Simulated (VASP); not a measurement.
Set up this calculation in VASP 6.6.1, as the native input.

```
Task                   : relaxation of cell and atoms
Functional             : PBE
Potentials or basis    : VASP PAW PBE potentials, release 64 (Al)
Cutoff                 : 500 eV
k mesh                 : 10 × 10 × 10
Occupations            : gaussian, width 0.1 eV
Spin                   : no spin polarisation
Dipole correction      : no
Further INCAR settings : ALGO = Normal; EDIFF = 1e-07; IBRION = 2; EDIFFG = -0.02; NSW = 25; ISIF = 3
```

The structure of Al lies in POSCAR:

```
Al
1.0
   -1.4521151908      1.4521151908      1.4521151908
    1.4521151908     -1.4521151908      1.4521151908
    1.4521151908      1.4521151908     -1.4521151908
Al
1
Direct
    0.0000000000      0.0000000000      0.0000000000
```

These files were run (other wordings do the same):

INCAR

```
PREC = Accurate ; ENCUT = 500
EDIFF = 1E-7 ; ISMEAR = 0
SIGMA = 0.1 ; LREAL = False
LASPH = True ; NELM = 120
ALGO = Normal ; ISIF = 3
LWAVE = False ; LCHARG = False
GGA = PE ; IBRION = 2
NSW = 25 ; EDIFFG = -0.02
GGA_COMPAT = False ; NELMIN = 4
```

KPOINTS

```
Automatic mesh
0
Gamma
  10 10 10
```

Potentials or basis: VASP PAW PBE potentials, release 64 (Al).

The run is started by

```sh
$ cat potpaw_PBE.64/Al/POTCAR > POTCAR
$ mpirun -np 1 vasp_std > vasp.out
```

It gave:

| Item | Value |
| --- | --- |
| Relaxed volume | 17.03 Å³/atom |
| Relaxed cell | a = 2.807 Å, b = 2.807 Å, c = 2.807 Å, α = 109.47°, β = 109.47°, γ = 109.47° |
| Space group after relaxing (to 0.05 Å) | Im-3m (No. 229) |
| Energy gained by relaxing | 505.4 meV/atom |
| Ionic steps | 4 |
| Pressure after relaxing | -0.1 GPa |

Caveat: the volume moved by over 15 % at a fixed basis, so the end points are rough.

It took 11 s on 1 thread of AMD EPYC 7R13, on a shared host, peak memory 0.08 GiB.
